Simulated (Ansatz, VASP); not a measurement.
Zn5CdO6 in VASP and in Ansatz

POSCAR

```
Zn5CdO6
1.0
    3.1066019011      0.0000000000      0.0000000000
   -1.5533009506      2.6903961658      0.0000000000
    0.0000000000      0.0000000000     15.3265050346
Zn Cd O
5 1 6
Direct
    0.0000000000      0.0000000000      0.0000000000
    0.3333333333      0.6666666667      0.8387592320
    0.6666666667      0.3333333333      0.6773962450
    0.3333333333      0.6666666667      0.3226037550
    0.6666666667      0.3333333333      0.1612407680
    0.0000000000      0.0000000000      0.5000000000
    0.6666666667      0.3333333333      0.9194125396
    0.0000000000      0.0000000000      0.7582698972
    0.3333333333      0.6666666667      0.5988401052
    0.6666666667      0.3333333333      0.4011598948
    0.0000000000      0.0000000000      0.2417301028
    0.3333333333      0.6666666667      0.0805874604
```

The input INCAR.step1:

```
PREC = Accurate ; ENCUT = 520
ISMEAR = 0 ; SIGMA = 0.02
LREAL = F ; LASPH = T
NELM = 100 ; NBANDS = 66
GGA = PE ; ALGO = Normal
EDIFF = 1E-4 ; LWAVE = T
LCHARG = F
```

INCAR.step2

```
PREC = Accurate ; ENCUT = 520
EDIFF = 1E-6 ; ISMEAR = 0
SIGMA = 0.02 ; LREAL = F
LASPH = T ; NELM = 100
ALGO = Normal ; ISIF = 2
LWAVE = F ; LCHARG = F
METAGGA = R2SCAN ; LMIXTAU = T
NBANDS = 66 ; ISTART = 1
```

KPOINTS

```
regular mesh
0
Gamma
  12 12 4
```

Input for Ansatz:

```yaml
crystal:
  lattice:
    - [3.1066019011, 0.0, 0.0]
    - [-1.5533009506, 2.6903961658, 0.0]
    - [0.0, 0.0, 15.3265050346]
  atoms:
    - { symbol: Zn, position: [0.0, 0.0, 0.0] }
    - { symbol: Zn, position: [0.3333333333, 0.6666666667, 0.838759232] }
    - { symbol: Zn, position: [0.6666666667, 0.3333333333, 0.677396245] }
    - { symbol: Zn, position: [0.3333333333, 0.6666666667, 0.322603755] }
    - { symbol: Zn, position: [0.6666666667, 0.3333333333, 0.161240768] }
    - { symbol: Cd, position: [0.0, 0.0, 0.5] }
    - { symbol: O, position: [0.6666666667, 0.3333333333, 0.9194125396] }
    - { symbol: O, position: [0.0, 0.0, 0.7582698972] }
    - { symbol: O, position: [0.3333333333, 0.6666666667, 0.5988401052] }
    - { symbol: O, position: [0.6666666667, 0.3333333333, 0.4011598948] }
    - { symbol: O, position: [0.0, 0.0, 0.2417301028] }
    - { symbol: O, position: [0.3333333333, 0.6666666667, 0.0805874604] }
basis:
  ecutwfc: 500
kpoints:
  mp_grid: { grid: [12, 12, 4] }
  band_path:
    path:
      - [[0.0, 0.0, 0.0], [0.5, 0.0, 0.0], [0.33333333, 0.33333333, 0.0], [0.0, 0.0, 0.0], [0.0, 0.0, 0.5], [0.5, 0.0, 0.5], [0.33333333, 0.33333333, 0.5], [0.0, 0.0, 0.5]]
      - [[0.5, 0.0, 0.5], [0.5, 0.0, 0.0]]
      - [[0.33333333, 0.33333333, 0.5], [0.33333333, 0.33333333, 0.0]]
    npoints: 10
hamiltonian:
  xc: r2scan
scf:
  occupations: { method: gaussian, width: 0.02 }
  n_extra_bands: 30
output:
  forces: true
  stress: true
  eigenvalues: true
  populations: true
  dos: { projected: true, de: 0.02, nscf_kmesh: { grid: [18, 18, 6] } }
  bader: false
```

Alike in both runs: task single point; functional r2SCAN; k mesh 12 × 12 × 4; occupations gaussian, width 0.02 eV; no spin polarisation.

```csv
,VASP,Ansatz
version,VASP 6.6.1,Ansatz 0.2.0
potentials or method,"VASP PAW PBE potentials, release 64 (Zn, Cd, O), cutoff 520 eV","scalar-relativistic, plane waves, PAW"
valence electrons in the cell,108,116
```

Ansatz gave:

| Item | Value |
| --- | --- |
| gap on the k mesh at the Fermi level (eV) | 0.91 |
| least direct gap on the mesh (eV) | 0.92 |
| pressure (GPa) | -7.1 |
| rms of the force components (eV/Å) | 0.012 |

Question: Which values does VASP return?

Answer: gap on the k mesh at the Fermi level (eV): 0.88; least direct gap on the mesh (eV): 0.90; pressure (GPa): -5.9; rms of the force components (eV/Å): 0.013.

VASP's potentials were made for PBE, not for r2SCAN. Atom by atom the forces differ by 0.017 eV/Å (rms over components). VASP's potentials hold 108 valence electrons a cell and Ansatz's 116, so a difference there can come from the potentials and not from the codes.
